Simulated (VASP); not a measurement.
# InSe (R3m) in VASP: notebook

Runs on InSe. Level: PBEsol. Tasks: electric field gradients.

The COD entry that gives the cell may itself be a prediction, so a difference from it is no test against experiment.

All numbers are computed with VASP 6.6.1; they aren't measurements. Logs are shortened: lines on timing, memory, paths and dates and some standing lists are left out, and cuts for length are marked.

### Step 1. The cell of the first run

It takes space group R3m (No. 160, trigonal). Conventional cell: a = 4.013 Å, b = 4.013 Å, c = 25.033 Å, α = 90.00°, β = 90.00°, γ = 120.00°. Within 3.5 Å of In (site symmetry 3m) lie 3 Se at 2.65 Å and 1 In at 2.81 Å. Within 3.5 Å of In (site symmetry 3m) lie 3 Se at 2.65 Å and 1 In at 2.81 Å. Se (site symmetry 3m) has 3 In at 2.65 Å within 3.5 Å. Within 3.5 Å of Se (site symmetry 3m) lie 3 In at 2.65 Å.

### Step 2. Electric field gradients, PBEsol (volume scaled by 1.01)

Input file INCAR:

```
SYSTEM = InSe
  PREC = Accurate
  ENCUT = 520
  EDIFF = 1E-8
  ISMEAR = -1
  SIGMA = 0.01
  LREAL = .False.
  LASPH = .True.
  NELM = 80
  ALGO = Normal
  ISIF = 2
  LWAVE = .False.
  LCHARG = .False.
  GGA = PS
  LEFG = .True.
  NBANDS = 27
```

Input file KPOINTS:

```
regular mesh
0
Gamma
  7 7 7
  0 0 0
```

Input file POSCAR:

```
InSe
1.0
    2.0066442162      1.1585365784      8.3443003359
   -2.0066442162      1.1585365784      8.3443003359
    0.0000000000     -2.3170731568      8.3443003359
In Se
2 2
Direct
    0.0000000000      0.0000000000      0.0000000000
    0.1122000000      0.1122000000      0.1122000000
    0.6155000000      0.6155000000      0.6155000000
    0.8300000000      0.8300000000      0.8300000000
```

Potentials or basis: VASP PAW PBE potentials, release 64 (In_d, Se).

Launch:

```console
cat potpaw_PBE.64/In_d/POTCAR potpaw_PBE.64/Se/POTCAR > POTCAR
mpirun -np 1 vasp_std > vasp.out
```

OUTCAR:

```text
SYSTEM = InSe
   PREC = Accurate
   ENCUT = 520
   EDIFF = 1E-8
   ISMEAR = -1
   LREAL = .False.
   LASPH = .True.
   NELM = 80
   ISIF = 2
   GGA = PS

 ion  position               nearest neighbor table
   1  0.000  0.000  0.000-   3 2.65   3 2.65   3 2.65   2 2.81
   2  0.112  0.112  0.112-   4 2.65   4 2.65   4 2.65   1 2.81
   3  0.615  0.615  0.615-   1 2.65   1 2.65   1 2.65
   4  0.830  0.830  0.830-   2 2.65   2 2.65   2 2.65

  LATTYP: Found a trigonal (rhomboedric) cell.
 ALAT       =     8.6600332626
 COS(alpha) =     0.8926179648

  Lattice vectors:

 A1 = (   2.0066442162,   1.1585365784,   8.3443003359)
 A2 = (  -2.0066442162,   1.1585365784,   8.3443003359)
 A3 = (   0.0000000000,  -2.3170731568,   8.3443003359)

Analysis of symmetry for initial positions (statically):
=====================================================================
 Subroutine PRICEL returns:
 Original cell was already a primitive cell.

 Routine SETGRP: Setting up the symmetry group for a
 trigonal (rhombohedral) supercell.

 Subroutine GETGRP returns: Found  6 space group operations
 (whereof  6 operations were pure point group operations)
 out of a pool of 12 trial point group operations.

The static configuration has the point symmetry C_3v.

Analysis of symmetry for dynamics (positions and initial velocities):
=====================================================================
 Subroutine PRICEL returns:
 Original cell was already a primitive cell.

 Routine SETGRP: Setting up the symmetry group for a
 trigonal (rhombohedral) supercell.

 Subroutine GETGRP returns: Found  6 space group operations
 (whereof  6 operations were pure point group operations)
 out of a pool of 12 trial point group operations.

The dynamic configuration has the point symmetry C_3v.

 Subroutine INISYM returns: Found  6 space group operations
 (whereof  6 operations are pure point group operations),
 and found     1 'primitive' translations

----------------------------------------------------------------------------------------

                                     Primitive cell

[... 129 lines left out ...]
   NGX = 33   NGY = 33   NGZ = 33

 number of electron      37.9999999 magnetization

 Free energy of the ion-electron system (eV)
  ---------------------------------------------------
  ext. energy  EPLUGINS =         0.00000000
  ---------------------------------------------------
  free energy    TOTEN  =       -15.59304066 eV

  energy without entropy =      -15.59304066  energy(sigma->0) =      -15.59304066

 E-fermi :   4.1315     XC(G=0):  -9.1367

 val. band max:        3.8788127490   @ k =  -0.4286   0.4286   0.4286
 cond. band min:       4.5154292445   @ k =   0.4286   0.4286   0.4286
 fundamental gap:      0.6366164956
 Fermi energy:         4.1315278239

 k-point     1 :       0.0000    0.0000    0.0000
  band No.  band energies     occupation
      1     -10.7021      2.00000
      2     -10.5218      2.00000
      3     -10.5218      2.00000
      4     -10.4435      2.00000
      5     -10.4435      2.00000
      6     -10.4275      2.00000
[... 709 lines left out ...]
     26      10.5274      0.00000
     27      11.0165      0.00000

 [... further k-points ...]
[... 5 lines left out ...]
  --------------------------------------------------------------------------------------
  -------------------------------------------------------------------------------------
  Total       -0.0091144     -0.0091144     -0.4082766     -0.0000000      0.0000000      0.0000000
  in kB       -0.1254636     -0.1254636     -5.6200965     -0.0000000      0.0000000      0.0000000
  external PRESSURE =      -1.9570079 kB  Pullay stress =       0.0000000 kB

 VOLUME and BASIS-vectors are now :
 -----------------------------------------------------------------------------
  energy-cutoff  :      520.00
  volume of cell :      116.39
      direct lattice vectors                 reciprocal lattice vectors
     2.006644216  1.158536578  8.344300336     0.249172223  0.143859650  0.039947428
    -2.006644216  1.158536578  8.344300336    -0.249172223  0.143859650  0.039947428
     0.000000000 -2.317073157  8.344300336     0.000000000 -0.287719300  0.039947428

 POSITION                                       TOTAL-FORCE (eV/Angst)
 -----------------------------------------------------------------------------------
      0.00000      0.00000      0.00000         0.000000      0.000000      0.133328
      0.00000      0.00000      2.80869         0.000000     -0.000000     -0.133344
      0.00000      0.00000     15.40775         0.000000      0.000000      0.045282
      0.00000      0.00000     20.77731         0.000000      0.000000     -0.045267
 -----------------------------------------------------------------------------------
    total drift:                               -0.000000     -0.000000     -0.000184

  FREE ENERGIE OF THE ION-ELECTRON SYSTEM (eV)
  ---------------------------------------------------
  free  energy   TOTEN  =       -15.5930406628 eV

  energy  without entropy=      -15.5930406628  energy(sigma->0) =      -15.59304066

 Electric field gradients (V/A^2)
---------------------------------------------------------------------
 ion       V_xx      V_yy      V_zz      V_xy      V_xz      V_yz
---------------------------------------------------------------------
   1      50.758    50.758  -101.517    -0.000    -0.000    -0.000
   2      50.866    50.866  -101.732    -0.000    -0.000     0.000
   3      28.628    28.628   -57.255     0.000    -0.000    -0.000
   4      30.617    30.617   -61.234    -0.000    -0.000     0.000
---------------------------------------------------------------------

 Electric field gradients after diagonalization (V/A^2)
 (convention: |V_zz| > |V_xx| > |V_yy|)
----------------------------------------------------------------------
 ion       V_xx      V_yy      V_zz     asymmetry (V_yy - V_xx)/ V_zz
----------------------------------------------------------------------
   1      50.758    50.758  -101.517       0.000
   2      50.866    50.866  -101.732       0.000
   3      28.628    28.628   -57.255       0.000
   4      30.617    30.617   -61.234       0.000
----------------------------------------------------------------------

           NMR quadrupolar parameters

 Cq : quadrupolar parameter    Cq=e*Q*V_zz/h
 eta: asymmetry parameters     (V_yy - V_xx)/ V_zz
 Q  : nuclear electric quadrupole moment in mb (millibarn)
----------------------------------------------------------------------
 ion       Cq(MHz)       eta       Q (mb)
----------------------------------------------------------------------
   1      -0.245       0.000       1.000
   2      -0.246       0.000       1.000
   3      -0.138       0.000       1.000
   4      -0.148       0.000       1.000
----------------------------------------------------------------------
```

OSZICAR:

```text
N       E                     dE             d eps       ncg     rms          rms(c)
DAV:   1     0.339258485150E+03    0.33926E+03   -0.17192E+04  2376   0.154E+03
DAV:   2     0.241748080687E+02   -0.31508E+03   -0.30554E+03  2425   0.390E+02
DAV:   3    -0.142566705092E+02   -0.38431E+02   -0.37693E+02  2993   0.144E+02
DAV:   4    -0.159857801883E+02   -0.17291E+01   -0.17238E+01  2901   0.314E+01
DAV:   5    -0.160550219990E+02   -0.69242E-01   -0.69229E-01  3622   0.615E+00    0.641E+00
DAV:   6    -0.156259776583E+02    0.42904E+00   -0.83272E-01  3369   0.156E+01    0.388E+00
DAV:   7    -0.155964082272E+02    0.29569E-01   -0.31250E-01  3315   0.419E+00    0.114E+00
DAV:   8    -0.155929077995E+02    0.35004E-02   -0.27449E-02  3606   0.179E+00    0.531E-01
DAV:   9    -0.155929725735E+02   -0.64774E-04   -0.46835E-03  2966   0.509E-01    0.140E-01
DAV:  10    -0.155929873873E+02   -0.14814E-04   -0.30935E-04  3272   0.131E-01    0.680E-02
DAV:  11    -0.155930416208E+02   -0.54234E-04   -0.10662E-04  3054   0.973E-02    0.192E-02
DAV:  12    -0.155930380354E+02    0.35854E-05   -0.14459E-05  3615   0.449E-02    0.132E-02
DAV:  13    -0.155930401723E+02   -0.21369E-05   -0.34363E-06  2968   0.103E-02    0.669E-03
DAV:  14    -0.155930406364E+02   -0.46408E-06   -0.11317E-06  2650   0.123E-02    0.209E-03
DAV:  15    -0.155930406716E+02   -0.35161E-07   -0.95058E-08  3007   0.258E-03    0.637E-04
DAV:  16    -0.155930406628E+02    0.87948E-08   -0.31183E-08  2302   0.119E-03
   1 F= -.15593041E+02 E0= -.15593041E+02  d E =-.979252E-13
```

stdout:

```text
POSCAR found type information on POSCAR InSe
 POSCAR found :  2 types and       4 ions
 scaLAPACK will be used
 -----------------------------------------------------------------------------
|                                                                             |
|                                                                             |
|     You enforced a specific xc type in the INCAR file but a different       |
|     I HOPE YOU KNOW WHAT YOU ARE DOING!                                     |
|                                                                             |
 -----------------------------------------------------------------------------

 LDA part: xc-table for (Slater+PW92), standard interpolation
 POSCAR, INCAR and KPOINTS ok, starting setup
 FFT: planning ... GRIDC
 FFT: planning ... GRID_SOFT
 FFT: planning ... GRID
 WAVECAR not read
 entering main loop
ion   1

ion   2

ion   3

ion   4
```

It took 8.4 min on 1 thread of Intel Xeon Platinum 8259CL at 2.50GHz (Skylake/Cascade Lake), shared host; peak memory 0.59 GiB.

What came out:

* Free energy: -15.5930 eV
* Pressure: -0.2 GPa
* Largest force: 0.133 eV/Å
* Band gap on the k mesh: 0.64 eV, indirect (least direct gap 0.68 eV)

Forces on the atoms (eV/Å):
```
In   0.000  0.000  0.133
In   0.000  0.000 -0.133
Se   0.000  0.000  0.045
Se   0.000  0.000 -0.045
```

Levels at points of the mesh, in eV from the valence-band top:
```
           k point  band 15  band 16  band 17  band 18  band 19  band 20  band 21  band 22  band 23  band 24
(0.00, 0.00, 0.00)    -1.46    -1.18    -1.18    -1.05    -1.05     1.83     2.12     4.46     4.46     5.18
```

Electric field gradients, principal values (V/Å²):
```csv
atom,least,middle,greatest (by size)
1 In,50.758,50.758,-101.517
2 In,50.866,50.866,-101.732
3 Se,28.628,28.628,-57.255
4 Se,30.617,30.617,-61.234
```

Caveat: without QUAD_EFG the Cq values of the log hold for a quadrupole moment of 1 mb, not for the nuclei; the PAW data sets were made with another functional, which shifts forces and pressure a little; spin-orbit coupling is left out, which moves the levels of the heavy elements. A k mesh can miss the band edges.

### Step 3. Electric field gradients, PBEsol (volume scaled by 1.01)

Input file INCAR:

```
PREC     = Accurate       # precision mode
ENCUT    = 520            # plane-wave cutoff, eV
EDIFF    = 1E-8           # SCF threshold, eV
ISMEAR   = -1             # smearing method
SIGMA    = 0.01           # smearing width, eV
LREAL    = False          # projectors in reciprocal space
LASPH    = True           # aspherical terms in the spheres
NELM     = 60             # most SCF steps
ALGO     = Normal         # electronic algorithm
ISIF     = 2              # what is computed and relaxed
LWAVE    = False          # write WAVECAR
LCHARG   = False          # write CHGCAR
GGA      = PS             # functional
LEFG     = True         
NBANDS   = 27             # bands
```

Input file KPOINTS:

```
regular mesh
0
Gamma
  7 7 7
```

POSCAR is that of step 2.

Potentials or basis: VASP PAW PBE potentials, release 64 (In_d, Se).

Launch:

```console
cat potpaw_PBE.64/In_d/POTCAR potpaw_PBE.64/Se/POTCAR > POTCAR
mpirun -np 1 vasp_std > vasp.out
```

OUTCAR:

```text
PREC = Accurate
   ENCUT = 520
   EDIFF = 1E-8
   ISMEAR = -1
   LREAL = False
   LASPH = True
   NELM = 60
   ISIF = 2
   GGA = PS

 ion  position               nearest neighbor table
   1  0.000  0.000  0.000-   3 2.65   3 2.65   3 2.65   2 2.81
   2  0.112  0.112  0.112-   4 2.65   4 2.65   4 2.65   1 2.81
   3  0.615  0.615  0.615-   1 2.65   1 2.65   1 2.65
   4  0.830  0.830  0.830-   2 2.65   2 2.65   2 2.65

  LATTYP: Found a trigonal (rhomboedric) cell.
 ALAT       =     8.6600332626
 COS(alpha) =     0.8926179648

  Lattice vectors:

 A1 = (   2.0066442162,   1.1585365784,   8.3443003359)
 A2 = (  -2.0066442162,   1.1585365784,   8.3443003359)
[... 944 lines left out ...]
 ion       V_xx      V_yy      V_zz      V_xy      V_xz      V_yz
---------------------------------------------------------------------
   1      50.758    50.758  -101.517    -0.000    -0.000    -0.000
   2      50.866    50.866  -101.732    -0.000    -0.000     0.000
   3      28.628    28.628   -57.255     0.000    -0.000    -0.000
   4      30.617    30.617   -61.234    -0.000    -0.000     0.000
---------------------------------------------------------------------

 Electric field gradients after diagonalization (V/A^2)
 (convention: |V_zz| > |V_xx| > |V_yy|)
----------------------------------------------------------------------
 ion       V_xx      V_yy      V_zz     asymmetry (V_yy - V_xx)/ V_zz
----------------------------------------------------------------------
   1      50.758    50.758  -101.517       0.000
   2      50.866    50.866  -101.732       0.000
   3      28.628    28.628   -57.255       0.000
   4      30.617    30.617   -61.234       0.000
----------------------------------------------------------------------

           NMR quadrupolar parameters

 Cq : quadrupolar parameter    Cq=e*Q*V_zz/h
 eta: asymmetry parameters     (V_yy - V_xx)/ V_zz
 Q  : nuclear electric quadrupole moment in mb (millibarn)
----------------------------------------------------------------------
 ion       Cq(MHz)       eta       Q (mb)
----------------------------------------------------------------------
   1      -0.245       0.000       1.000
   2      -0.246       0.000       1.000
   3      -0.138       0.000       1.000
   4      -0.148       0.000       1.000
----------------------------------------------------------------------
```

stdout:

```text
POSCAR found type information on POSCAR InSe
 POSCAR found :  2 types and       4 ions
 scaLAPACK will be used
 -----------------------------------------------------------------------------
|                                                                             |
|                                                                             |
|     You enforced a specific xc type in the INCAR file but a different       |
|     I HOPE YOU KNOW WHAT YOU ARE DOING!                                     |
|                                                                             |
 -----------------------------------------------------------------------------

 LDA part: xc-table for (Slater+PW92), standard interpolation
 POSCAR, INCAR and KPOINTS ok, starting setup
 FFT: planning ... GRIDC
 FFT: planning ... GRID_SOFT
 FFT: planning ... GRID
 WAVECAR not read
 entering main loop
ion   1

ion   2

ion   3

ion   4
```

Run time: 9.1 min. Hardware: 1 thread of Intel Xeon Platinum 8259CL at 2.50GHz (Skylake/Cascade Lake), shared host; peak memory 0.58 GiB.

What came out:

- Free energy: -15.5930 eV
- Pressure: -0.2 GPa
- Largest force: 0.133 eV/Å
- Band gap on the k mesh: 0.64 eV, indirect (least direct gap 0.68 eV)

Forces in eV/Å, atoms in the order of the input:
```
In   0.000  0.000  0.133
In   0.000  0.000 -0.133
Se   0.000  0.000  0.045
Se   0.000  0.000 -0.045
```

Stress tensor (GPa, compression positive):
```
-0.01  0.00  0.00
 0.00 -0.01  0.00
 0.00  0.00 -0.56
```

Electric field gradients, principal values (V/Å²):
| atom | least | middle | greatest (by size) |
| --- | --- | --- | --- |
| 1 In | 50.758 | 50.758 | -101.517 |
| 2 In | 50.866 | 50.866 | -101.732 |
| 3 Se | 28.628 | 28.628 | -57.255 |
| 4 Se | 30.617 | 30.617 | -61.234 |

Caveat: without QUAD_EFG the Cq values of the log hold for a quadrupole moment of 1 mb, not for the nuclei; the PAW data sets were made with another functional, which shifts forces and pressure a little; spin-orbit coupling is left out, which moves the levels of the heavy elements.

(Continued in part 2 of 3.)
